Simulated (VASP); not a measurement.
Wanted: the native input for a VASP 6.6.1 run.

* Task: single point
* Functional: r2SCAN
* Potentials or basis: VASP PAW PBE potentials, release 64 (Mg, Zn, O)
* Cutoff: 520 eV
* k mesh: 12 × 12 × 12
* Occupations: gaussian, width 0.02 eV
* Spin: no spin polarisation
* Dipole correction: no
* Further INCAR settings: ALGO = Normal; EDIFF = 1e-06; NBANDS = 31

The system is MgZn2O3.

```
CELL_PARAMETERS angstrom
-1.52417 1.52417 6.44979
1.52417 -1.52417 6.44979
1.52417 1.52417 -6.44979
ATOMIC_POSITIONS crystal
Mg 0.00000 0.00000 0.00000
Zn 0.66735 0.66735 0.00000
Zn 0.33265 0.33265 0.00000
O 0.83461 0.83461 0.00000
O 0.50000 0.50000 0.00000
O 0.16539 0.16539 0.00000
```

These files were run (other wordings do the same):

POSCAR

```
MgZn2O3
1.0
   -1.5241749000      1.5241749000      6.4497934000
    1.5241749000     -1.5241749000      6.4497934000
    1.5241749000      1.5241749000     -6.4497934000
Mg Zn O
1 2 3
Direct
    0.0000000000      0.0000000000      0.0000000000
    0.6673520000      0.6673520000      0.0000000000
    0.3326480000      0.3326480000      0.0000000000
    0.8346060000      0.8346060000      0.0000000000
    0.5000000000      0.5000000000      0.0000000000
    0.1653940000      0.1653940000      0.0000000000
```

INCAR.step1

```
SYSTEM = MgZn2O3
ALGO = Normal ; EDIFF = 1E-4
ENCUT = 520 ; GGA = PE
ISMEAR = 0 ; LASPH = .True.
LCHARG = .False. ; LREAL = .False.
LWAVE = .True. ; NBANDS = 31
NELM = 60 ; PREC = Accurate
SIGMA = 0.02
```

INCAR.step2

```
SYSTEM = MgZn2O3
ALGO = Normal ; EDIFF = 1E-6
ENCUT = 520 ; ISIF = 2
ISMEAR = 0 ; ISTART = 1
LASPH = .True. ; LCHARG = .False.
LMIXTAU = .True. ; LREAL = .False.
LWAVE = .False. ; METAGGA = R2SCAN
NBANDS = 31 ; NELM = 60
PREC = Accurate ; SIGMA = 0.02
```

KPOINTS

```
k-points
0
Gamma
  12 12 12
  0 0 0
```

Potentials or basis: VASP PAW PBE potentials, release 64 (Mg, Zn, O).

Run with:

```console
$ cat potpaw_PBE.64/Mg/POTCAR potpaw_PBE.64/Zn/POTCAR potpaw_PBE.64/O/POTCAR > POTCAR
$ cp INCAR.step1 INCAR
$ mpirun -np 1 vasp_std > vasp.out
$ cp INCAR.step2 INCAR
$ mpirun -np 1 vasp_std > vasp.out
```

It gave:

| Property | Result |
| --- | --- |
| Pressure | -6.5 GPa |
| Band gap on the k mesh | 2.05 eV, indirect (least direct gap 3.11 eV) |

Caveat: the PAW data sets were made with another functional, which shifts forces and pressure a little.

Wall time 37 min on 1 thread of Intel(R) Xeon(R) 6975P-C (Granite Rapids), with other jobs on the host, peak memory 0.61 GiB.
